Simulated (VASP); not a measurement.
CdSe, 2 atoms in the cell. The structure is cubic, space group F-43m (No. 216). Conventional cell: a = 6.136 Å, b = 6.136 Å, c = 6.136 Å, α = 90.00°, β = 90.00°, γ = 90.00°. Cd (site symmetry -43m) has 4 Se at 2.66 Å within 3.5 Å. Se (site symmetry -43m) has 4 Cd at 2.66 Å within 3.5 Å. 

| Quantity | Value |
| --- | --- |
| Program | VASP 6.6.1 |
| Task | single point |
| Functional | PBE |
| Potentials or basis | VASP PAW PBE potentials, release 64 (Cd, Se) |
| Cutoff | 520 eV |
| k mesh | 8 × 8 × 8 |
| Occupations | gaussian, width 0.01 eV |
| Spin | no spin polarisation |
| Dipole correction | no |
| Further INCAR settings | ALGO = Normal; EDIFF = 1e-07; NBANDS = 16 |

Potentials or basis: VASP PAW PBE potentials, release 64 (Cd, Se).

Launch:

```bash
$ cat potpaw_PBE.64/Cd/POTCAR potpaw_PBE.64/Se/POTCAR > POTCAR
$ mpirun -np 1 vasp_std > vasp.out
```

Hardware: 1 thread of Intel(R) Xeon(R) 6975P-C (Granite Rapids) (shared host).

Task: How long does it take, and how much memory?

Result: Run time: 15 s on 1 thread of Intel(R) Xeon(R) 6975P-C (Granite Rapids), with other jobs on the host, peak memory 0.18 GiB. Counts: scf iterations 14, k points 29.
